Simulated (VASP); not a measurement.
Runs of VASP 6.6.1 on Sb. The structure is that of space group Pnma (No. 62), or close to it. The cells are those of the table. 

```csv
cell,k mesh,smearing,gap on the mesh (eV),pressure (GPa),largest force (eV/Å)
"a = 4.353, b = 4.596, c = 12.728 Å, 8 atoms",6 × 6 × 2,gaussian 0.2 eV,none,0.1,(a)
"a = 12.728, b = 4.353, c = 4.596 Å, 8 atoms",4 × 10 × 8,gaussian 0.1 eV,none,0.0,0.04
"a = 12.730, b = 4.350, c = 4.626 Å, 8 atoms",4 × 8 × 8,gaussian 0.02 eV,none,0.0,(b)
"a = 12.729, b = 4.353, c = 4.596 Å, 8 atoms",2 × 4 × 4,gaussian 0.1 eV,0.31,0.0,0.11
```

Alike in all rows: task single point; level PBE; potentials or basis VASP PAW PBE potentials, release 64 (Sb); no spin polarisation; cutoff (eV) 520.

Q: Fill in the values left out.

A: (a) 0.06; (b) 0.03.

Caveats: spin-orbit coupling is left out, which moves the levels of the heavy elements.

A k mesh can miss the band edges, and the runs leave out spin-orbit coupling on Sb.

A gap of «none» marks levels without a gap at the run's occupations.
